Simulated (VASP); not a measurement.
## MoS: single point with PBE+U

MoS:

```
Mo S
1.0
     0.00000    2.97559    2.97559
     2.97559    0.00000    2.97559
     2.97559    2.97559    0.00000
Mo S
1 1
Cartesian
  0.0000 0.0000 0.0000
  1.4878 1.4878 1.4878
```

```json
{
  "Program": "VASP 6.6.1",
  "Task": "single point",
  "Functional": "PBE",
  "Potentials or basis": "VASP PAW PBE potentials, release 64 (Mo_sv, S)",
  "Cutoff": "520 eV",
  "k mesh": "12 × 12 × 12",
  "Occupations": "gaussian, width 0.1 eV",
  "Spin": "collinear spin, ferromagnetic start",
  "Starting moments": "[2.0, 0.0] μB",
  "Hubbard terms": "Mo d U = 4.38 eV"
}
```

The pressure is -0.9 GPa, the band gap on the k mesh is zero (filled and empty bands overlap) and the net moment is 4.00 μB per cell. The site moments are Mo +3.56; S -0.18 μB and the valence electrons inside the program's atomic spheres are Mo 12.18; S 3.71.

Levels at points of the mesh, in eV from the Fermi level:
Spin up:
```tsv
k point	band 8	band 9	band 10	band 11	band 12	band 13	band 14	band 15	band 16	band 17
(0.00, 0.00, 0.00)	-5.17	-2.82	-2.82	-0.06	1.66	1.66	1.66	6.22	6.22	6.22
(0.50, 0.00, 0.00)	-4.90	-2.49	-2.49	-1.81	0.30	0.30	2.61	5.77	6.99	6.99
(0.50, 0.50, 0.00)	-4.17	-2.53	-2.36	-1.99	-1.01	-1.01	3.74	5.37	7.52	9.64
```
Spin down:
| k point | band 5 | band 6 | band 7 | band 8 | band 9 | band 10 | band 11 | band 12 |
| --- | --- | --- | --- | --- | --- | --- | --- | --- |
| (0.00, 0.00, 0.00) | -13.79 | -3.77 | -3.77 | -3.77 | 1.15 | 2.58 | 2.58 | 4.96 |
| (0.50, 0.00, 0.00) | -13.38 | -4.87 | -3.63 | -3.63 | 2.28 | 2.79 | 2.79 | 3.71 |
| (0.50, 0.50, 0.00) | -13.24 | -4.98 | -3.56 | -3.56 | 0.72 | 2.14 | 3.29 | 3.29 |

Eigenvalues of the final occupation matrices:
| site | spin | trace | eigenvalues |
| --- | --- | --- | --- |
| site 1 d | 1 | 3.71 | 0.69 0.69 0.69 0.82 0.82 |
| site 1 d | 2 | 0.23 | 0.02 0.02 0.06 0.06 0.06 |

Run time: 51 s on 1 thread of Intel(R) Xeon(R) 6975P-C (Granite Rapids), with other jobs on the host, peak memory 0.28 GiB.

The state reached can hang on the start; a lower one may exist.
